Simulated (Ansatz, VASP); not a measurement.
**Two plane-wave programs on Al3GaN4**

File INCAR:

```
SYSTEM = Al3GaN4
ALGO = Normal
EDIFF = 1E-6
ENCUT = 520
GGA = PS
ISIF = 2
ISMEAR = 0
LASPH = .True.
LCHARG = .True.
LELF = .True.
LREAL = .False.
LVHAR = .True.
LWAVE = .False.
NBANDS = 31
NELM = 100
PREC = Accurate
SIGMA = 0.05
```

Contents of KPOINTS:

```
k-points
0
Gamma
  6 8 4
  0 0 0
```

File POSCAR:

```
Al3GaN4
1.0
    5.0434079743      0.0000000000      0.0001149899
    0.0000000000      3.2083257453      0.0000000000
   -0.0032362578      0.0000000000      5.4179919454
Al Ga N
3 1 4
Direct
    0.5002300429      0.5000000000      0.1673295662
    0.0009207031      0.5000000000      0.8348055926
    0.0010880657      0.0000000000      0.3316926346
    0.4994217128      0.0000000000      0.6662009018
    0.1111724737      0.0000000000      0.6663292504
    0.1224543244      0.5000000000      0.1671578642
    0.6251234792      0.5000000000      0.8401923549
    0.6231881982      0.0000000000      0.3262928352
```

Input for Ansatz:

```yaml
crystal:
  lattice:
    - [5.0434079743, 0.0, 0.0001149899]
    - [0.0, 3.2083257453, 0.0]
    - [-0.0032362578, 0.0, 5.4179919454]
  atoms:
    - { symbol: Al, position: [0.5002300429, 0.5, 0.1673295662] }
    - { symbol: Al, position: [0.0009207031, 0.5, 0.8348055926] }
    - { symbol: Al, position: [0.0010880657, 0.0, 0.3316926346] }
    - { symbol: Ga, position: [0.4994217128, 0.0, 0.6662009018] }
    - { symbol: "N", position: [0.1111724737, 0.0, 0.6663292504] }
    - { symbol: "N", position: [0.1224543244, 0.5, 0.1671578642] }
    - { symbol: "N", position: [0.6251234792, 0.5, 0.8401923549] }
    - { symbol: "N", position: [0.6231881982, 0.0, 0.3262928352] }
basis:
  ecutwfc: 420
kpoints:
  mp_grid: { grid: [6, 8, 4] }
hamiltonian:
  xc: pbesol
scf:
  occupations: { method: gaussian, width: 0.05 }
output:
  forces: true
  stress: true
  eigenvalues: true
```

Change from the starting cell: strain +0.0250 x Voigt [0, 1, 0, 0, 0, 0], atoms carried along.

Alike in both runs: task single point; functional PBEsol; k mesh 6 × 8 × 4; occupations gaussian, width 0.05 eV; no spin polarisation.

```csv
,VASP,Ansatz
version,VASP 6.6.1,Ansatz 0.2.0
potentials or method,"VASP PAW PBE potentials, release 64 (Al, Ga_d, N), cutoff 520 eV","scalar-relativistic, plane waves, PAW"
valence electrons in the cell,42,42
```

Ansatz gave:

| Property | Result |
| --- | --- |
| gap on the k mesh at the Fermi level (eV) | 3.25 |
| least direct gap on the mesh (eV) | 3.25 |
| pressure (GPa) | -4.6 |
| traceless stress, the component that is largest in VASP (GPa) | -5.42 |
| rms of the force components (eV/Å) | 0.137 |

**Question.** Which values does VASP return?

**Answer.** gap on the k mesh at the Fermi level (eV): 3.27; least direct gap on the mesh (eV): 3.27; pressure (GPa): -4.7; traceless stress, the component that is largest in VASP (GPa): -5.48; rms of the force components (eV/Å): 0.139.

VASP's potentials were made for PBE, not for PBEsol. Atom by atom the forces differ by 0.004 eV/Å (rms over components). With one functional, cell and mesh, what is left measures potentials, basis and numerics.
